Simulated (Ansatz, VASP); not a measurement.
CoNiO2: VASP beside Ansatz

```
Ni Co O
1.0
     3.05400    0.00000    0.00000
     0.00000    3.05400    0.00000
     0.00000    0.00000    4.27785
Ni Co O
1 1 2
Direct
  0.00000 0.00000 0.00000
  0.50000 0.50000 0.50000
  0.00000 0.00000 0.50000
  0.50000 0.50000 0.00000
```

Alike in both runs: task single point; functional LDA; k mesh 9 × 9 × 6; occupations fermi-dirac, width 0.05 eV; collinear spin.

|  | VASP | Ansatz |
| --- | --- | --- |
| version | VASP 6.6.1 | Ansatz 0.2.0 |
| potentials or method | VASP PAW LDA potentials, release 64 (Ni, Co, O) | Ansatz PAW |
| plane-wave cutoff (eV) | 520 | 420 |
| valence electrons in the cell | 31 | 47 |

Ansatz gave:

```
gap on the k mesh at the Fermi level (eV)                     : none
pressure (GPa)                                                : -26.6
traceless stress, the component that is largest in VASP (GPa) : -0.05
net moment per atom (μB)                                      : 0.95
size of the moment on the site where the two differ most (μB) : 0.73
```

Q: Estimate VASP's values.

A: gap on the k mesh at the Fermi level (eV): none; pressure (GPa): -27.3; traceless stress, the component that is largest in VASP (GPa): -0.02; net moment per atom (μB): 0.90; size of the moment on the site where the two differ most (μB): 0.65.

LDA's correlation is that of Perdew and Zunger in VASP and of Perdew and Wang (1992) in Ansatz. Site moments also hang on the region over which each program counts them. A gap of «none» marks a metal or a gap that the smearing closes. VASP's potentials hold 31 valence electrons a cell and Ansatz's 47, so a difference there can come from the potentials and not from the codes.
